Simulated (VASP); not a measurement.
# La (Fd-3m) in VASP: further runs

Runs on La. Level: RPBE. Tasks: single point.

Everything below comes from runs of VASP 6.6.1. Logs are shortened: lines on timing, memory, paths and dates and some standing lists are left out, and cuts for length are marked.

### 1 The cell of the first run

The structure is cubic, space group Fd-3m (No. 227). Conventional cell: a = 6.664 Å, b = 6.664 Å, c = 6.664 Å, α = 90.00°, β = 90.00°, γ = 90.00°. La (site symmetry -43m) has 4 La at 2.89 Å within 3.8 Å.

This isn't the form of La at room conditions, which is double hcp.

### 2 Single point, RPBE (36.99 Å³/atom)

INCAR

```
SYSTEM = La
  ALGO = Normal
  EDIFF = 1E-7
  ENCUT = 520
  GGA = RP
  ISIF = 2
  ISMEAR = -1
  LASPH = .True.
  LCHARG = .True.
  LELF = .True.
  LREAL = .False.
  LVHAR = .True.
  LWAVE = .False.
  NBANDS = 18
  NELM = 100
  PREC = Accurate
  SIGMA = 0.1
```

KPOINTS

```
k-points
0
Gamma
  9 9 9
  0 0 0
```

POSCAR

```
La
1.0
    0.0000000000      3.3320073526      3.3320073526
    3.3320073526      0.0000000000      3.3320073526
    3.3320073526      3.3320073526      0.0000000000
La
2
Direct
    0.1250000000      0.1250000000      0.1250000000
    0.8750000000      0.8750000000      0.8750000000
```

Potentials or basis: VASP PAW PBE potentials, release 64 (La).

Run with:

```console
cat potpaw_PBE.64/La/POTCAR > POTCAR
mpirun -np 1 vasp_std > vasp.out
```

OUTCAR:

```text
SYSTEM = La
   EDIFF = 1E-7
   ENCUT = 520
   GGA = RP
   ISIF = 2
   ISMEAR = -1
   LASPH = .True.
   LREAL = .False.
   NELM = 100
   PREC = Accurate

 ion  position               nearest neighbor table
   1  0.125  0.125  0.125-   2 2.89   2 2.89   2 2.89   2 2.89
   2  0.875  0.875  0.875-   1 2.89   1 2.89   1 2.89   1 2.89

  LATTYP: Found a face centered cubic cell.
 ALAT       =     6.6640147052

  Lattice vectors:

 A1 = (   0.0000000000,   3.3320073526,   3.3320073526)
 A2 = (   3.3320073526,   0.0000000000,   3.3320073526)
 A3 = (   3.3320073526,   3.3320073526,   0.0000000000)

Analysis of symmetry for initial positions (statically):
=====================================================================
 Subroutine PRICEL returns:
 Original cell was already a primitive cell.

 Routine SETGRP: Setting up the symmetry group for a
 face centered cubic supercell.

 Subroutine GETGRP returns: Found 48 space group operations
 (whereof 12 operations were pure point group operations)
 out of a pool of 48 trial point group operations.

The static configuration has the point symmetry D_3d.
 The point group associated with its full space group is O_h .

Analysis of symmetry for dynamics (positions and initial velocities):
=====================================================================
 Subroutine PRICEL returns:
 Original cell was already a primitive cell.

 Routine SETGRP: Setting up the symmetry group for a
 face centered cubic supercell.

 Subroutine GETGRP returns: Found 48 space group operations
 (whereof 12 operations were pure point group operations)
 out of a pool of 48 trial point group operations.

The dynamic configuration has the point symmetry D_3d.
 The point group associated with its full space group is O_h .

 Subroutine INISYM returns: Found 48 space group operations
 (whereof 12 operations are pure point group operations),
 and found     1 'primitive' translations

----------------------------------------------------------------------------------------

                                     Primitive cell

  volume of cell :      73.9857

  direct lattice vectors                    reciprocal lattice vectors
     0.000000000  3.332007353  3.332007353    -0.150059693  0.150059693  0.150059693
     3.332007353  0.000000000  3.332007353     0.150059693 -0.150059693  0.150059693
     3.332007353  3.332007353  0.000000000     0.150059693  0.150059693 -0.150059693

  length of vectors
[... 75 lines left out ...]
   ICHARG =      2    charge: 1-file 2-atom 10-const
   ISPIN  =      1    spin polarized calculation?
   LNONCOLLINEAR =      F non collinear calculations
   LSORBIT =      F    spin-orbit coupling
   LASPH  =      T    aspherical Exc in radial PAW
   ENCUT  =  520.0 eV  38.22 Ry    6.18 a.u.   8.76  8.76  8.76*2*pi/ulx,y,z
   NELM   =    100;   NELMIN=  2; NELMDL= -5     # of ELM steps
   EDIFF  = 0.1E-06   stopping-criterion for ELM
   LREAL  =      F    real-space projection
   EDIFFG = 0.1E-05   stopping-criterion for IOM
   NSW    =      0    number of steps for IOM
   IBRION =     -1    ionic relax: 0-MD 1-quasi-New 2-CG
   NFREE  =      0    steps in history (QN), initial steepest desc. (CG)
   ISIF   =      2    stress and relaxation
   ISYM   =      2    0-nonsym 1-usesym 2-fastsym
   POTIM  = 0.5000    time-step for ionic-motion
   TEBEG  =    0.0;   TEEND  =   0.0 temperature during run
   PSTRESS=    0.0 pullay stress
   NELECT =      22.0000    total number of electrons
   NUPDOWN=      -1.0000    fix difference up-down
   EMIN   =  10.00;   EMAX   =-10.00  energy-range for DOS
   EFERMI =   0.00;   METHOD = LEGACY
   ISMEAR =    -1;   SIGMA  =   0.10  broadening in eV -4-tet -1-fermi 0-gaus
   EFERMI_NEDOS =   21; number of points for ismear=-14 and -15
   IALGO  =     38    algorithm
   IMIX   =      4    mixing-type and parameters
     AMIX     =   0.40;   BMIX     =  1.00
     AMIX_MAG =   1.60;   BMIX_MAG =  1.00
  volume/ion in A,a.u.               =      36.99       249.64
  Fermi-wavevector in a.u.,A,eV,Ry     =   1.092697  2.064898 16.245178  1.193987
  Thomas-Fermi vector in A             =   2.228968
   LORBIT       =      0    0 simple, 1 ext, 2 COOP (PROOUT), +10 PAW based schemes
   GGA     = RP    functional components
   LHFCALC =     F    Hartree Fock is set to
   AEXX    =    0.0000 exact exchange contribution
   IVDW    =     0    specifies the selected vdW correction
   LEPSILON=     F    determine dielectric tensor
   LRPA    =     F    only Hartree local field effects (RPA)
 non-spin polarized calculation
  energy-cutoff  :      520.00
  volume of cell :       73.99
 maximum number of plane-waves:      2006
   NGX = 17   NGY = 17   NGZ = 17

 number of electron      22.0000000 magnetization

 Free energy of the ion-electron system (eV)
  ---------------------------------------------------
  ext. energy  EPLUGINS =         0.00000000
  ---------------------------------------------------
  free energy    TOTEN  =        -6.96980764 eV

  energy without entropy =       -6.89994326  energy(sigma->0) =       -6.93487545

 E-fermi :   7.5781     XC(G=0):  -9.2339

 val. band max:        7.5278076715   @ k =  -0.4444   0.4444   0.1111
 cond. band min:       7.6388274403   @ k =   0.3333   0.3333   0.0000
 fundamental gap:      0.1110197688
 Fermi energy:         7.5781034033

 k-point     1 :       0.0000    0.0000    0.0000
  band No.  band energies     occupation
      1     -25.9971      2.00000
      2     -24.2766      2.00000
      3     -10.1936      2.00000
      4     -10.1936      2.00000
      5     -10.1936      2.00000
      6      -8.0549      2.00000
[... 481 lines left out ...]
      5      -9.2413      2.00000
      6      -8.8923      2.00000
[... 10 lines left out ...]
     17       9.4565      0.00000
     18       9.4754      0.00000

 [... further k-points ...]
[... 5 lines left out ...]
  --------------------------------------------------------------------------------------
  -------------------------------------------------------------------------------------
  Total        0.7393383      0.7393383      0.7393383      0.0000000     -0.0000000     -0.0000000
  in kB       16.0105390     16.0105390     16.0105390      0.0000000     -0.0000000     -0.0000000
  external PRESSURE =      16.0105390 kB  Pullay stress =       0.0000000 kB

 VOLUME and BASIS-vectors are now :
 -----------------------------------------------------------------------------
  energy-cutoff  :      520.00
  volume of cell :       73.99
      direct lattice vectors                 reciprocal lattice vectors
     0.000000000  3.332007353  3.332007353    -0.150059693  0.150059693  0.150059693
     3.332007353  0.000000000  3.332007353     0.150059693 -0.150059693  0.150059693
     3.332007353  3.332007353  0.000000000     0.150059693  0.150059693 -0.150059693

 POSITION                                       TOTAL-FORCE (eV/Angst)
 -----------------------------------------------------------------------------------
      0.83300      0.83300      0.83300        -0.000000     -0.000000     -0.000000
      5.83101      5.83101      5.83101         0.000000      0.000000      0.000000
 -----------------------------------------------------------------------------------
    total drift:                               -0.000000      0.000000      0.000000

  FREE ENERGIE OF THE ION-ELECTRON SYSTEM (eV)
  ---------------------------------------------------
  free  energy   TOTEN  =        -6.9698076404 eV

  energy  without entropy=       -6.8999432638  energy(sigma->0) =       -6.93487545
```

It took 38 s on 1 thread of Intel Xeon Platinum 8488C (Sapphire Rapids), shared host; peak memory 0.23 GiB.

Results:

| Property | Result |
| --- | --- |
| Free energy | -6.9698 eV |
| Pressure | 1.6 GPa |
| Band gap on the k mesh | zero (bands 11 and 12 overlap by 0.21 eV) |

Levels at points of the mesh, in eV from the Fermi level:
```tsv
k point	band 9	band 10	band 11	band 12	band 13	band 14
(0.00, 0.00, 0.00)	-2.36	-0.73	-0.73	0.91	0.91	0.91
```

Caveat: the PAW data sets were made with another functional, which shifts forces and pressure a little; spin-orbit coupling is left out, which moves the levels of the heavy elements.

### 3 Single point, RPBE (38.53 Å³/atom)

This run uses another cell than the first one, of 38.53 Å³/atom.

INCAR

```
ALGO = Normal
EDIFF = 1E-6
ENCUT = 520
GGA = RP
ISIF = 2
ISMEAR = -1
LASPH = T
LCHARG = T
LELF = T
LREAL = F
LVHAR = T
LWAVE = F
NBANDS = 18
NELM = 80
PREC = Accurate
SIGMA = 0.1
```

KPOINTS

```
k-points
0
Gamma
  9 9 9
```

POSCAR

```
La
1.0
    0.0000000000      3.3776569615      3.3776569615
    3.3776569615      0.0000000000      3.3776569615
    3.3776569615      3.3776569615      0.0000000000
La
2
Direct
    0.1250000000      0.1250000000      0.1250000000
    0.8750000000      0.8750000000      0.8750000000
```

Potentials or basis: VASP PAW PBE potentials, release 64 (La).

Run with:

```console
cat potpaw_PBE.64/La/POTCAR > POTCAR
mpirun -np 1 vasp_std > vasp.out
```

Run time: 35 s. Hardware: 1 thread of Intel Xeon Platinum 8488C (Sapphire Rapids), shared host; peak memory 0.23 GiB.

The run converged. Its results:

```
Free energy            : -6.9843 eV
Pressure               : -0.1 GPa
Band gap on the k mesh : zero (bands 11 and 12 overlap by 0.27 eV)
```

Levels at points of the mesh, in eV from the Fermi level:
| k point | band 7 | band 8 | band 9 | band 10 | band 11 | band 12 | band 13 | band 14 | band 15 | band 16 |
| --- | --- | --- | --- | --- | --- | --- | --- | --- | --- | --- |
| (0.00, 0.00, 0.00) | -15.75 | -15.75 | -2.37 | -0.69 | -0.69 | 0.88 | 0.88 | 0.88 | 1.51 | 1.60 |

Caveat: the PAW data sets were made with another functional, which shifts forces and pressure a little; spin-orbit coupling is left out, which moves the levels of the heavy elements.

### 4 Single point, RPBE (40.08 Å³/atom)

This run uses another cell than the first one, of 40.08 Å³/atom.

INCAR

```
SYSTEM = La
PREC = Accurate
ENCUT = 520
EDIFF = 1E-6
ISMEAR = -1
SIGMA = 0.1
LREAL = .False.
LASPH = .True.
NELM = 80
ALGO = Normal
ISIF = 2
LWAVE = .False.
LCHARG = .True.
GGA = RP
LELF = .True.
LVHAR = .True.
NBANDS = 18
```

KPOINTS

```
regular mesh
0
Gamma
  9 9 9
  0 0 0
```

POSCAR

```
La
1.0
    0.0000000000      3.4221049135      3.4221049135
    3.4221049135      0.0000000000      3.4221049135
    3.4221049135      3.4221049135      0.0000000000
La
2
Direct
    0.1250000000      0.1250000000      0.1250000000
    0.8750000000      0.8750000000      0.8750000000
```

Run with:

```console
cat potpaw_PBE.64/La/POTCAR > POTCAR
mpirun -np 1 vasp_std > vasp.out
```

Run time: 35 s. Hardware: 1 thread of Intel Xeon Platinum 8488C (Sapphire Rapids), shared host; peak memory 0.23 GiB.

Results (log left out):

- Free energy: -6.9714 eV
- Pressure: -1.3 GPa
- Band gap on the k mesh: zero (bands 11 and 12 overlap by 0.33 eV)

Levels at points of the mesh, in eV from the Fermi level:
```
           k point  band 7  band 8  band 9  band 10  band 11  band 12  band 13  band 14  band 15  band 16
(0.00, 0.00, 0.00)  -15.85  -15.85   -2.37    -0.64    -0.64     0.85     0.85     0.85     1.44     1.55
```

Caveat: the PAW data sets were made with another functional, which shifts forces and pressure a little; spin-orbit coupling is left out, which moves the levels of the heavy elements.

### 5 Summary

| cell | gap on the mesh (eV) | pressure (GPa) |
| --- | --- | --- |
| a = 4.712 Å, angles 60.0°, 2 atoms | none | 1.6 |
| a = 4.777 Å, angles 60.0°, 2 atoms | none | -0.1 |
| a = 4.840 Å, angles 60.0°, 2 atoms | none | -1.3 |

Alike in all rows: task single point; level RPBE; potentials or basis VASP PAW PBE potentials, release 64 (La); no spin polarisation; k mesh 9 × 9 × 9; cutoff (eV) 520; smearing fermi-dirac 0.1 eV.

Caveats: the PAW data sets were made with another functional, which shifts forces and pressure a little; spin-orbit coupling is left out, which moves the levels of the heavy elements.

Total energies depend on the potentials used, so only differences within one code and one set of settings carry meaning.

The gap in the log of VASP goes by the Fermi energy; the results here count the filled bands.